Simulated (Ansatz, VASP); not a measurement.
**Yb in VASP and in Ansatz**

```
Yb
1.0
     0.00000    2.88910    1.96372
     2.88910    0.00000    1.96372
     2.88910    2.88910    0.00000
Yb
1
Direct
  0.00000 0.00000 0.00000
```

Alike in both runs: task single point; functional PBE; k mesh 16 × 16 × 16; occupations gaussian, width 0.15 eV; no spin polarisation.

|  | VASP | Ansatz |
| --- | --- | --- |
| version | VASP 6.6.1 | Ansatz 0.2.0 |
| potentials or method | VASP PAW PBE potentials, release 64 (Yb), cutoff 520 eV | scalar-relativistic, plane waves, PAW |
| valence electrons in the cell | 24 | 24 |

Ansatz gave:

| Item | Value |
| --- | --- |
| gap on the k mesh at the Fermi level (eV) | none |
| pressure (GPa) | 1.2 |
| traceless stress, the component that is largest in VASP (GPa) | 0.40 |

Question: Which values does VASP return?

Answer: gap on the k mesh at the Fermi level (eV): none; pressure (GPa): 1.2; traceless stress, the component that is largest in VASP (GPa): 0.41.

A gap of «none» marks a metal or a gap that the smearing closes. With one functional, cell and mesh, what is left measures potentials, basis and numerics.

Neither program's run includes spin-orbit coupling.
